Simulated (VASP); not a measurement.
Write the native input for VASP 6.6.1 that does the following.

| Item | Value |
| --- | --- |
| Task | single point |
| Functional | r2SCAN |
| Potentials or basis | VASP PAW PBE potentials, release 64 (Zn, S) |
| Cutoff | 520 eV |
| k mesh | 6 × 6 × 4 |
| Occupations | gaussian, width 0.05 eV |
| Spin | no spin polarisation |
| Dipole correction | no |
| Further INCAR settings | ALGO = Normal; EDIFF = 1e-06; NBANDS = 26 |

ZnS:

```
Zn S
1.0
     3.81100    0.00000    0.00000
    -1.90550    3.30042    0.00000
     0.00000    0.00000    6.23400
Zn S
2 2
Direct
  0.33333 0.66667 0.00000
  0.66667 0.33333 0.50000
  0.39815 0.69908 0.37382
  0.73149 0.36574 0.87382
```

This cell differs from its parent crystal: all S atoms moved -0.225 Å, as atom 3 towards its neighbour atom 2 (Zn) at 2.314 Å.

One way to write it, as run:

POSCAR

```
ZnS
1.0
    3.8109987816      0.0000000000      0.0000000000
   -1.9054993908      3.3004217586      0.0000000000
    0.0000000000      0.0000000000      6.2340000000
Zn S
2 2
Direct
    0.3333333333      0.6666666667      0.0000000000
    0.6666666667      0.3333333333      0.5000000000
    0.3981525123      0.6990762561      0.3738186916
    0.7314858456      0.3657429228      0.8738186916
```

INCAR.step1

```
PREC = Accurate
ENCUT = 520
ISMEAR = 0
SIGMA = 0.05
LREAL = False
LASPH = True
NELM = 100
NBANDS = 26
GGA = PE
ALGO = Normal
EDIFF = 1E-4
LWAVE = True
LCHARG = False
```

INCAR.step2

```
PREC = Accurate
ENCUT = 520
EDIFF = 1E-6
ISMEAR = 0
SIGMA = 0.05
LREAL = False
LASPH = True
NELM = 100
ALGO = Normal
ISIF = 2
LWAVE = False
LCHARG = True
METAGGA = R2SCAN
LMIXTAU = True
LELF = True
LVHAR = True
NBANDS = 26
ISTART = 1
```

KPOINTS

```
Automatic mesh
0
Gamma
  6 6 4
```

Potentials or basis: VASP PAW PBE potentials, release 64 (Zn, S).

The run is started by

```bash
$ cat potpaw_PBE.64/Zn/POTCAR potpaw_PBE.64/S/POTCAR > POTCAR
$ cp INCAR.step1 INCAR
$ mpirun -np 1 vasp_std > vasp.out
$ cp INCAR.step2 INCAR
$ mpirun -np 1 vasp_std > vasp.out
```

Results of the run:

| Property | Result |
| --- | --- |
| Pressure | 1.6 GPa |
| Largest force | 1.879 eV/Å |
| Band gap on the k mesh | 2.74 eV, direct |

Caveat: the cell differs from its parent crystal (all S atoms moved -0.225 Å, as atom 3 towards its neighbour atom 2 (Zn) at 2.314 Å); the PAW data sets were made with another functional, which shifts forces and pressure a little.

Run time: 2 min on 1 thread of Intel(R) Xeon(R) 6975P-C (Granite Rapids), on a shared host, peak memory 0.25 GiB.
